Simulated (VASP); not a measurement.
Runs of VASP 6.6.1 on KI. The structure is that of space group P4/mmm (No. 123), or close to it. The cells are those of the table. 

```tsv
cell	gap on the mesh (eV)	pressure (GPa)
a = 3.749, b = 3.749, c = 5.623 Å, 2 atoms	0.27	1.5
a = 4.530, b = 4.530, c = 3.851 Å, 2 atoms	2.30	(a)
a = 3.932, b = 3.932, c = 5.111 Å, 2 atoms	1.75	0.9
a = 4.817, b = 4.817, c = 3.406 Å, 2 atoms	0.26	2.5
a = 4.412, b = 4.412, c = 4.059 Å, 2 atoms	(c)	(d)
a = 4.662, b = 4.662, c = 3.636 Å, 2 atoms	1.46	1.3
a = 4.038, b = 4.038, c = 4.846 Å, 2 atoms	2.42	0.7
a = 3.823, b = 3.823, c = 5.406 Å, 2 atoms	0.92	(b)
```

Alike in all rows: task single point; level PBE; potentials or basis VASP PAW PBE potentials, release 64 (K_sv, I); no spin polarisation; k mesh 6 × 6 × 6; cutoff (eV) 520; smearing gaussian 0.05 eV.

Estimate the missing entries.

(a) 0.8; (b) 1.2; (c) 2.91; (d) 0.6.

Caveats: spin-orbit coupling is left out, which moves the levels of the heavy elements; semilocal functionals underestimate gaps, and a narrow one can read as zero (at least some runs); the stress differs along the axes, from -8 to 6 GPa (at least some runs); the stress differs along the axes, from -1 to 5 GPa (at least some runs); the stress differs along the axes, from -4 to 4 GPa (at least some runs); the stress differs along the axes, from -3 to 14 GPa (at least some runs); the stress differs along the axes, from -2 to 8 GPa (at least some runs).

A k mesh can miss the band edges, and the runs leave out spin-orbit coupling on I.
